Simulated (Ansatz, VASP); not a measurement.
ZnS in VASP and in Ansatz

POSCAR

```
ZnS
1.0
    3.7681574026      0.0000000000      0.0000000000
   -1.8840787013      3.2633200361      0.0000000000
    0.0000000000      0.0000000000      6.2810123737
Zn S
2 2
Direct
    0.3333333333      0.6666666667      0.0018966511
    0.6666666667      0.3333333333      0.5018966511
    0.3333333333      0.6666666667      0.3731033489
    0.6666666667      0.3333333333      0.8731033489
```

The input INCAR.step1:

```
SYSTEM = ZnS
PREC = Accurate ; ENCUT = 550
ISMEAR = 0 ; SIGMA = 0.01
LREAL = .False. ; LASPH = .True.
NELM = 120 ; NBANDS = 26
GGA = PE ; ALGO = Normal
EDIFF = 1E-5 ; LWAVE = .True.
LCHARG = .False. ; GGA_COMPAT = .False.
```

File INCAR.step2:

```
SYSTEM = ZnS
PREC = Accurate ; ENCUT = 550
EDIFF = 1E-6 ; ISMEAR = 0
SIGMA = 0.01 ; LREAL = .False.
LASPH = .True. ; NELM = 120
ALGO = Normal ; ISIF = 2
LWAVE = .False. ; LCHARG = .True.
METAGGA = R2SCAN ; LMIXTAU = .True.
LELF = .True. ; LVHAR = .True.
NBANDS = 26 ; ISTART = 1
GGA_COMPAT = .False.
```

Contents of KPOINTS:

```
Automatic mesh
0
Gamma
  12 12 4
  0 0 0
```

Input for Ansatz:

```yaml
crystal:
  lattice:
    - [3.7681574026, 0.0, 0.0]
    - [-1.8840787013, 3.2633200361, 0.0]
    - [0.0, 0.0, 6.2810123737]
  atoms:
    - { symbol: Zn, position: [0.3333333333, 0.6666666667, 0.0018966511] }
    - { symbol: Zn, position: [0.6666666667, 0.3333333333, 0.5018966511] }
    - { symbol: S, position: [0.3333333333, 0.6666666667, 0.3731033489] }
    - { symbol: S, position: [0.6666666667, 0.3333333333, 0.8731033489] }
kpoints:
  mp_grid: { grid: [12, 12, 4] }
  band_path:
    path:
      - [0.0, 0.0, 0.0]
      - [0.5, 0.0, 0.0]
      - [0.3333333333, 0.3333333333, 0.0]
      - [0.0, 0.0, 0.5]
      - [0.5, 0.0, 0.5]
      - [0.3333333333, 0.3333333333, 0.5]
    npoints: 1
hamiltonian:
  xc: r2scan
scf:
  occupations: { method: fixed }
  n_extra_bands: 5
output:
  forces: true
  stress: true
  eigenvalues: true
```

Change from the starting cell: epitaxial_xy strain -1.0%.

Alike in both runs: task single point; functional r2SCAN; k mesh 12 × 12 × 4; no spin polarisation.

```csv
,VASP,Ansatz
version,VASP 6.6.1,Ansatz 0.2.0
potentials or method,"VASP PAW PBE potentials, release 64 (Zn, S)","plane waves, PAW"
plane-wave cutoff (eV),550,500
occupations,"gaussian, width 0.01 eV",fixed
valence electrons in the cell,36,36
```

|  | VASP | Ansatz | Ansatz less VASP |
| --- | --- | --- | --- |
| gap on the k mesh at the Fermi level (eV) | 2.80 | 2.79 | -0.010 |
| pressure (GPa) | 1.2 | 1.1 | -0.05 |
| traceless stress, the component that is largest in VASP (GPa) | -1.11 | -1.07 | +0.043 |
| rms of the force components (eV/Å) | 0.006 | 0.002 | -0.0049 |

VASP's potentials were made for PBE, not for r2SCAN. Atom by atom the forces differ by 0.005 eV/Å (rms over components).
